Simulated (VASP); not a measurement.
Here is a VASP 6.6.1 calculation.

Contents of INCAR:

```
PREC = Accurate ; ENCUT = 520
EDIFF = 1E-6 ; ISMEAR = 0
SIGMA = 0.05 ; LREAL = False
LASPH = True ; NELM = 80
ALGO = Normal ; ISIF = 2
LWAVE = False ; LCHARG = False
GGA = CA ; NBANDS = 14
```

Contents of KPOINTS:

```
Automatic mesh
0
Gamma
  8 8 8
```

Contents of POSCAR:

```
NaF
1.0
    0.0000000000      2.3813825000      2.2071350000
    2.3813825000      0.0000000000      2.2071350000
    2.3813825000      2.3813825000      0.0000000000
Na F
1 1
Direct
    0.0000000000      0.0000000000      0.0000000000
    0.5000000000      0.5000000000      0.5000000000
```

Potentials or basis: VASP PAW LDA potentials, release 64 (Na_pv, F).

Run with:

```sh
$ cat potpaw_LDA.64/Na_pv/POTCAR potpaw_LDA.64/F/POTCAR > POTCAR
$ mpirun -np 1 vasp_std > vasp.out
```

(1) Estimate the band gap on the k mesh.

(2) Estimate the pressure.

Answers

(1) 5.91 eV.

(2) -3.9 GPa.

Caveat: the cell differs from its parent crystal (strain +0.025 along x and y, -0.050 along z); the cell stands under tension.
